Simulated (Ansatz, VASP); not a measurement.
# Two plane-wave programs on ZrO2

```xyz
6
Lattice="3.5667 0.0000 0.0000 0.0000 3.5667 0.0000 0.0000 0.0000 5.2032" Properties=species:S:1:pos:R:3 pbc="T T T"
Zr    0.0000    0.0000    0.0000
Zr    1.7833    1.7833    2.6016
O     0.0000    1.7833    1.5984
O     0.0000    1.7833    4.2000
O     1.7833    0.0000    3.6048
O     1.7833    0.0000    1.0032
```

Change from the starting cell: equal strain along all axes, cell held, atoms relaxed: -1.5 %.

Alike in both runs: task relaxation of the atoms; functional PBE; k mesh 6 × 6 × 4; occupations gaussian, width 0.02 eV; no spin polarisation.

|  | VASP | Ansatz |
| --- | --- | --- |
| version | VASP 6.6.1 | Ansatz 0.2.0 |
| potentials or method | VASP PAW PBE potentials, release 64 (Zr_sv, O), cutoff 520 eV | scalar-relativistic, plane waves, PAW |
| valence electrons in the cell | 48 | 48 |

Ansatz gave:

```
gap on the k mesh at the Fermi level, each at its own relaxed structure (eV) : 4.13
```

Question: What did VASP give for the same quantities?

Answer: gap on the k mesh at the Fermi level, each at its own relaxed structure (eV): 4.11.

Ansatz's warnings: stress scf threshold loose.
